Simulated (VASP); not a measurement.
# ZnO (zincite) (P6_3mc) in VASP: settings compared

Aim: see how the results for ZnO (zincite) move with the level of theory and the settings. Levels: PBE, revPBE+D4, PBE+D3(BJ). Tasks: single point.

Everything below comes from runs of VASP 6.6.1. Logs are shortened: lines on timing, memory, paths and dates and some standing lists are left out, and cuts for length are marked.

**What was measured.**

From “Electronic structure of alkaline earth and post-transition metal oxides”, 2009, arxiv:0908.1581, for a bulk crystal of ZnO: band gap 3.37 eV.

The results are compared with them further down.

## (1) The cell of the first run

It takes space group P6_3mc (No. 186, hexagonal). Conventional cell: a = 3.249 Å, b = 3.249 Å, c = 5.206 Å, α = 90.00°, β = 90.00°, γ = 120.00°. Zn (site symmetry 3m) has 4 O at 1.97 to 1.98 Å within 2.6 Å. Within 2.6 Å of O (site symmetry 3m) lie 4 Zn at 1.97 to 1.98 Å.

## (2) Single point, PBE

File INCAR:

```
ALGO = Normal
EDIFF = 1E-7
ENCUT = 520
GGA = PE
ISIF = 2
ISMEAR = 0
LASPH = True
LCHARG = True
LELF = True
LREAL = False
LVHAR = True
LWAVE = False
NBANDS = 26
NELM = 80
PREC = Accurate
SIGMA = 0.028000000000000004
```

File KPOINTS:

```
k-points
0
Gamma
  9 9 5
```

File POSCAR:

```
ZnO
1.0
    3.2493080000      0.0000000000      0.0000000000
   -1.6246540000      2.8139832727      0.0000000000
    0.0000000000      0.0000000000      5.2057090000
Zn O
2 2
Direct
    0.6666666667      0.3333333333      0.0000000000
    0.3333333333      0.6666666667      0.5000000000
    0.3333333333      0.6666666667      0.8790100000
    0.6666666667      0.3333333333      0.3790100000
```

Potentials or basis: VASP PAW PBE potentials, release 64 (Zn, O).

Run with:

```console
cat potpaw_PBE.64/Zn/POTCAR potpaw_PBE.64/O/POTCAR > POTCAR
mpirun -np 1 vasp_std > vasp.out
```

OUTCAR:

```text
EDIFF = 1E-7
   ENCUT = 520
   GGA = PE
   ISIF = 2
   ISMEAR = 0
   LASPH = True
   LREAL = False
   NELM = 80
   PREC = Accurate

 ion  position               nearest neighbor table
   1  0.667  0.333  0.000-   4 1.97   3 1.98   3 1.98   3 1.98
   2  0.333  0.667  0.500-   3 1.97   4 1.98   4 1.98   4 1.98
   3  0.333  0.667  0.879-   2 1.97   1 1.98   1 1.98   1 1.98
   4  0.667  0.333  0.379-   1 1.97   2 1.98   2 1.98   2 1.98

  LATTYP: Found a hexagonal cell.
 ALAT       =     3.2493080000
 C/A-ratio  =     1.6020977390

  Lattice vectors:

 A1 = (   3.2493080000,   0.0000000000,   0.0000000000)
 A2 = (  -1.6246540000,   2.8139832727,   0.0000000000)
 A3 = (   0.0000000000,   0.0000000000,   5.2057090000)

Analysis of symmetry for initial positions (statically):
=====================================================================
 Subroutine PRICEL returns:
 Original cell was already a primitive cell.

 Routine SETGRP: Setting up the symmetry group for a
 hexagonal supercell.

 Subroutine GETGRP returns: Found 12 space group operations
 (whereof  6 operations were pure point group operations)
 out of a pool of 24 trial point group operations.

The static configuration has the point symmetry C_3v.
 The point group associated with its full space group is C_6v.

Analysis of symmetry for dynamics (positions and initial velocities):
=====================================================================
 Subroutine PRICEL returns:
 Original cell was already a primitive cell.

 Routine SETGRP: Setting up the symmetry group for a
 hexagonal supercell.

 Subroutine GETGRP returns: Found 12 space group operations
 (whereof  6 operations were pure point group operations)
 out of a pool of 24 trial point group operations.

The dynamic configuration has the point symmetry C_3v.
 The point group associated with its full space group is C_6v.

 Subroutine INISYM returns: Found 12 space group operations
 (whereof  6 operations are pure point group operations),
 and found     1 'primitive' translations

----------------------------------------------------------------------------------------

                                     Primitive cell

  volume of cell :      47.5984

  direct lattice vectors                    reciprocal lattice vectors
     3.249308000  0.000000000  0.000000000     0.307757836  0.177684070  0.000000000
    -1.624654000  2.813983273  0.000000000     0.000000000  0.355368139  0.000000000
     0.000000000  0.000000000  5.205709000     0.000000000  0.000000000  0.192096792

  length of vectors
     3.249308000  3.249308000  5.205709000     0.355368139  0.355368139  0.192096792

  position of ions in fractional coordinates (direct lattice)
     0.666666667  0.333333333  0.000000000
     0.333333333  0.666666667  0.500000000
     0.333333333  0.666666667  0.879010000
     0.666666667  0.333333333  0.379010000

  ion indices of the primitive-cell ions
   primitive index   ion index
                 1           1
                 2           2
                 3           3
                 4           4

----------------------------------------------------------------------------------------

 KPOINTS: k-points

Automatic generation of k-mesh.
 Grid dimensions read from file:
 generate k-points for:    9    9    5

 Generating k-lattice:

  Cartesian coordinates                     Fractional coordinates (reciprocal lattice)
     0.034195315  0.019742674  0.000000000     0.111111111  0.000000000  0.000000000
     0.000000000  0.039485349  0.000000000     0.000000000  0.111111111  0.000000000
     0.000000000  0.000000000  0.038419358     0.000000000  0.000000000  0.200000000

  Length of vectors
     0.039485349  0.039485349  0.038419358

  Shift w.r.t. Gamma in fractional coordinates (k-lattice)
     0.000000000  0.000000000  0.000000000

 Subroutine IBZKPT returns following result:
 ===========================================

 Found     36 irreducible k-points:

 Following reciprocal coordinates:
            Coordinates               Weight
  0.000000  0.000000  0.000000      1.000000
  0.111111  0.000000  0.000000      6.000000
  0.222222  0.000000  0.000000      6.000000
  0.333333  0.000000  0.000000      6.000000
  0.444444  0.000000  0.000000      6.000000
  0.111111  0.111111  0.000000      6.000000
[... 16 lines left out ...]
  0.333333  0.222222  0.200000     24.000000
  0.333333  0.333333  0.200000      4.000000
 [... further k-points ...]
   k-points           NKPTS =     36   k-points in BZ     NKDIM =     36   number of bands    NBANDS=     26
   number of dos      NEDOS =    301   number of ions     NIONS =      4
   total plane-waves  NPLWV =  23040
   dimension x,y,z NGX =    24 NGY =   24 NGZ =   40
   dimension x,y,z NGXF=    48 NGYF=   48 NGZF=   80
   ions per type =               2   2
   NGX,Y,Z   is equivalent  to a cutoff of  12.28, 12.28, 12.77 a.u.
   NGXF,Y,Z  is equivalent  to a cutoff of  24.56, 24.56, 25.55 a.u.
 SYSTEM =  unknown system
   PREC   = accura    normal or accurate (medium, high low for compatibility)
   ISTART =      0    job   : 0-new  1-cont  2-samecut
   ICHARG =      2    charge: 1-file 2-atom 10-const
   ISPIN  =      1    spin polarized calculation?
   LNONCOLLINEAR =      F non collinear calculations
   LSORBIT =      F    spin-orbit coupling
   LASPH  =      T    aspherical Exc in radial PAW
   ENCUT  =  520.0 eV  38.22 Ry    6.18 a.u.   6.04  6.04  9.68*2*pi/ulx,y,z
   NELM   =     80;   NELMIN=  2; NELMDL= -5     # of ELM steps
   EDIFF  = 0.1E-06   stopping-criterion for ELM
   LREAL  =      F    real-space projection
   EDIFFG = 0.1E-05   stopping-criterion for IOM
   NSW    =      0    number of steps for IOM
   IBRION =     -1    ionic relax: 0-MD 1-quasi-New 2-CG
   NFREE  =      0    steps in history (QN), initial steepest desc. (CG)
   ISIF   =      2    stress and relaxation
   ISYM   =      2    0-nonsym 1-usesym 2-fastsym
   POTIM  = 0.5000    time-step for ionic-motion
   TEBEG  =    0.0;   TEEND  =   0.0 temperature during run
   PSTRESS=    0.0 pullay stress
   NELECT =      36.0000    total number of electrons
   NUPDOWN=      -1.0000    fix difference up-down
   EMIN   =  10.00;   EMAX   =-10.00  energy-range for DOS
   EFERMI =   0.00;   METHOD = LEGACY
   ISMEAR =     0;   SIGMA  =   0.03  broadening in eV -4-tet -1-fermi 0-gaus
   EFERMI_NEDOS =   21; number of points for ismear=-14 and -15
   IALGO  =     38    algorithm
   IMIX   =      4    mixing-type and parameters
     AMIX     =   0.40;   BMIX     =  1.00
     AMIX_MAG =   1.60;   BMIX_MAG =  1.00
  volume/ion in A,a.u.               =      11.90        80.30
  Fermi-wavevector in a.u.,A,eV,Ry     =   1.491574  2.818667 30.270160  2.224794
  Thomas-Fermi vector in A             =   2.604212
   LORBIT       =      0    0 simple, 1 ext, 2 COOP (PROOUT), +10 PAW based schemes
   GGA     = PE    functional components
   LHFCALC =     F    Hartree Fock is set to
   AEXX    =    0.0000 exact exchange contribution
   IVDW    =     0    specifies the selected vdW correction
   LEPSILON=     F    determine dielectric tensor
   LRPA    =     F    only Hartree local field effects (RPA)
 non-spin polarized calculation
 Gauss-broadening in eV      SIGMA  =   0.03
  energy-cutoff  :      520.00
  volume of cell :       47.60
 maximum number of plane-waves:      1308
   NGX = 13   NGY = 13   NGZ = 19

 number of electron      36.0000017 magnetization

 Free energy of the ion-electron system (eV)
  ---------------------------------------------------
  ext. energy  EPLUGINS =         0.00000000
  ---------------------------------------------------
  free energy    TOTEN  =       -17.82215520 eV

  energy without entropy =      -17.82215520  energy(sigma->0) =      -17.82215520

 E-fermi :   1.4171     XC(G=0): -10.9115

 val. band max:        1.2009252584   @ k =   0.0000   0.0000   0.0000
 cond. band min:       1.9907740771   @ k =   0.0000   0.0000   0.0000
 fundamental gap:      0.7898488187
 Fermi energy:         1.4170947264

 k-point     1 :       0.0000    0.0000    0.0000
  band No.  band energies     occupation
      1     -16.8875      2.00000
      2     -16.1563      2.00000
      3      -4.4871      2.00000
      4      -4.4871      2.00000
      5      -4.4476      2.00000
      6      -4.4262      2.00000
[... 18 lines left out ...]
     25      15.3278      0.00000
     26      15.3278      0.00000

 k-point     2 :       0.1111    0.0000    0.0000
  band No.  band energies     occupation
      1     -16.8205      2.00000
      2     -16.1273      2.00000
      3      -4.5655      2.00000
      4      -4.4487      2.00000
      5      -4.4065      2.00000
      6      -4.3443      2.00000
[... 18 lines left out ...]
     25      15.4704      0.00000
     26      15.4731      0.00000

 k-point     3 :       0.2222    0.0000    0.0000
  band No.  band energies     occupation
      1     -16.6414      2.00000
      2     -16.0580      2.00000
      3      -4.7140      2.00000
      4      -4.3910      2.00000
      5      -4.3590      2.00000
      6      -4.2577      2.00000
[... 18 lines left out ...]
     25      14.7205      0.00000
     26      15.4437      0.00000

 k-point     4 :       0.3333    0.0000    0.0000
  band No.  band energies     occupation
      1     -16.4137      2.00000
      2     -15.9945      2.00000
      3      -4.7951      2.00000
      4      -4.4384      2.00000
      5      -4.2779      2.00000
      6      -4.0865      2.00000
[... 18 lines left out ...]
     25      14.5921      0.00000
     26      15.2719      0.00000
[... 496 lines left out ...]
      1     -16.2699      2.00000
      2     -16.0053      2.00000
      3      -4.6511      2.00000
      4      -4.5676      2.00000
      5      -4.1969      2.00000
      6      -4.1659      2.00000
[... 18 lines left out ...]
     25      13.2625      0.00000
     26      16.4986      0.00000

 k-point    23 :       0.3333    0.2222    0.2000
  band No.  band energies     occupation
      1     -16.1272      2.00000
      2     -15.9968      2.00000
      3      -4.5826      2.00000
      4      -4.4105      2.00000
      5      -4.2392      2.00000
      6      -4.0297      2.00000
[... 18 lines left out ...]
     25      14.0675      0.00000
     26      15.5469      0.00000

 k-point    24 :       0.3333    0.3333    0.2000
  band No.  band energies     occupation
      1     -16.0363      2.00000
      2     -16.0363      2.00000
      3      -4.4943      2.00000
      4      -4.2868      2.00000
      5      -4.2868      2.00000
      6      -3.9211      2.00000
[... 18 lines left out ...]
     25      14.7517      0.00000
     26      15.7868      0.00000

 [... further k-points ...]
[... 5 lines left out ...]
  --------------------------------------------------------------------------------------
  -------------------------------------------------------------------------------------
  Total        1.6030766      1.6030766      2.1262370      0.0000000      0.0000000      0.0000000
  in kB       53.9600804     53.9600804     71.5698293      0.0000000      0.0000000      0.0000000
  external PRESSURE =      59.8299967 kB  Pullay stress =       0.0000000 kB

 VOLUME and BASIS-vectors are now :
 -----------------------------------------------------------------------------
  energy-cutoff  :      520.00
  volume of cell :       47.60
      direct lattice vectors                 reciprocal lattice vectors
     3.249308000  0.000000000  0.000000000     0.307757836  0.177684070  0.000000000
    -1.624654000  2.813983273  0.000000000     0.000000000  0.355368139  0.000000000
     0.000000000  0.000000000  5.205709000     0.000000000  0.000000000  0.192096792

 POSITION                                       TOTAL-FORCE (eV/Angst)
 -----------------------------------------------------------------------------------
      1.62465      0.93799      0.00000         0.000000      0.000000     -0.074089
     -0.00000      1.87599      2.60285         0.000000      0.000000     -0.074089
     -0.00000      1.87599      4.57587        -0.000000      0.000000      0.074089
      1.62465      0.93799      1.97302         0.000000     -0.000000      0.074089
 -----------------------------------------------------------------------------------
    total drift:                               -0.000000     -0.000000     -0.000182

  FREE ENERGIE OF THE ION-ELECTRON SYSTEM (eV)
  ---------------------------------------------------
  free  energy   TOTEN  =       -17.8221552043 eV

  energy  without entropy=      -17.8221552043  energy(sigma->0) =      -17.82215520
```

Wall time 17 s (1 thread of Intel Xeon 6975P-C (Granite Rapids), shared host); peak memory 0.17 GiB.

Results:

```yaml
Free_energy: -17.8222 eV
Pressure: 6.0 GPa
Largest_force: 0.074 eV/Å
Band_gap_on_the_k_mesh: 0.79 eV, direct
```

Forces in eV/Å, atoms in the order of the input:
```
Zn   0.000  0.000 -0.074
Zn   0.000  0.000 -0.074
O    0.000  0.000  0.074
O    0.000  0.000  0.074
```

Stress tensor (GPa, compression positive):
```
5.40 0.00 0.00
0.00 5.40 0.00
0.00 0.00 7.16
```

Levels at points of the mesh, in eV from the valence-band top:
```csv
k point,band 16,band 17,band 18,band 19,band 20,band 21
"(0.00, 0.00, 0.00)",-0.07,0.00,0.00,0.79,5.21,8.26
```

As with any semilocal functional, this PBE gap is likely too small.

## (3) Single point, revPBE+D4

This run uses another cell than the first one, of 11.99 Å³/atom, 1.008 times its volume.

File INCAR:

```
ALGO = Normal
EDIFF = 1E-6
ENCUT = 520
GGA = RE
ISIF = 2
ISMEAR = -1
IVDW = 13
LASPH = T
LCHARG = F
LREAL = F
LWAVE = F
NBANDS = 26
NELM = 60
PREC = Accurate
SIGMA = 0.05
```

KPOINTS is that of step 2.

File POSCAR:

```
ZnO
1.0
    3.2488744503      0.0000000000      0.0000000000
   -1.6244372251      2.8136078076      0.0000000000
    0.0000000000      0.0000000000      5.2475865126
Zn O
2 2
Direct
    0.6666666667      0.3333333333      0.0001211926
    0.3333333333      0.6666666667      0.5001211926
    0.3333333333      0.6666666667      0.8788888074
    0.6666666667      0.3333333333      0.3788888074
```

Potentials or basis: VASP PAW PBE potentials, release 64 (Zn, O).

Run with:

```console
cat potpaw_PBE.64/Zn/POTCAR potpaw_PBE.64/O/POTCAR > POTCAR
mpirun -np 1 vasp_std > vasp.out
```

Run time: 19 s. Hardware: 1 thread of Intel Xeon 6975P-C (Granite Rapids), shared host; peak memory 0.17 GiB.

The run converged. Its results:

```yaml
Free_energy: -18.3317 eV
Pressure: 1.1 GPa
Band_gap_on_the_k_mesh: 0.83 eV, direct
Dispersion_energy_per_atom: -0.459 eV
```

Forces on the atoms (eV/Å):
```
Zn   0.000  0.000  0.002
Zn   0.000  0.000  0.002
O    0.000  0.000 -0.002
O    0.000  0.000 -0.002
```

Levels at points of the mesh, in eV from the valence-band top:
```
           k point  band 15  band 16  band 17  band 18  band 19  band 20  band 21  band 22
(0.00, 0.00, 0.00)    -0.78    -0.09     0.00     0.00     0.83     5.27     8.24    12.95
```

Caveat: the PAW data sets were made with another functional, which shifts forces and pressure a little.

(Continued in part 2 of 2.)
